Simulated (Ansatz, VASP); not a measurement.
Two plane-wave programs on Ge

```
Ge
1.0
     2.53091   -3.28042    0.00000
     2.53091    3.28042    0.00000
     0.00000    0.00000    5.14129
Ge
4
Direct
  0.05833 0.94167 0.75000
  0.55833 0.44167 0.25000
  0.94167 0.05833 0.25000
  0.44167 0.55833 0.75000
```

Alike in both runs: functional PBE; k mesh 12 × 12 × 6; occupations gaussian, width 0.1 eV; no spin polarisation.

Ansatz relaxed the structure, and its values are those at the end. VASP's run is a single point on that final structure, the one shown.

```csv
,VASP,Ansatz
version,VASP 6.6.1,Ansatz 0.2.0
potentials or method,"VASP PAW PBE potentials, release 64 (Ge_d), cutoff 520 eV","scalar-relativistic, plane waves, PAW"
valence electrons in the cell,56,56
```

```csv
,VASP,Ansatz,Ansatz less VASP
gap on the k mesh at the Fermi level (eV),none,none,-
pressure (GPa),0.0,0.0,+0.04
```

A gap of «none» marks a metal or a gap that the smearing closes.
